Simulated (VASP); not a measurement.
A run of VASP 6.6.1:

INCAR

```
SYSTEM = B
ALGO = Normal
EDIFF = 1E-6
ENCUT = 520
GGA = RE
ISIF = 2
ISMEAR = -1
LASPH = .TRUE.
LCHARG = .FALSE.
LREAL = .FALSE.
LWAVE = .FALSE.
NBANDS = 8
NELM = 100
PREC = Accurate
SIGMA = 0.1
```

File KPOINTS:

```
k-points
0
G
  18 18 18
  0 0 0
```

File POSCAR:

```
B
1.0
   -1.1593976668      1.1593976668      1.1593976668
    1.1593976668     -1.1593976668      1.1593976668
    1.1593976668      1.1593976668     -1.1593976668
B
1
Direct
    0.0000000000      0.0000000000      0.0000000000
```

Potentials or basis: VASP PAW PBE potentials, release 64 (B).

The run is started by

```console
$ cat potpaw_PBE.64/B/POTCAR > POTCAR
$ mpirun -np 1 vasp_std > vasp.out
```

Hardware: 1 thread of Intel Xeon 8259CL, with other jobs on the host.

Task: Estimate the wall time of this run.

Result: Run time: 8 s on 1 thread of Intel Xeon 8259CL, with other jobs on the host, peak memory 0.11 GiB. Counts: scf iterations 10, k points 195.
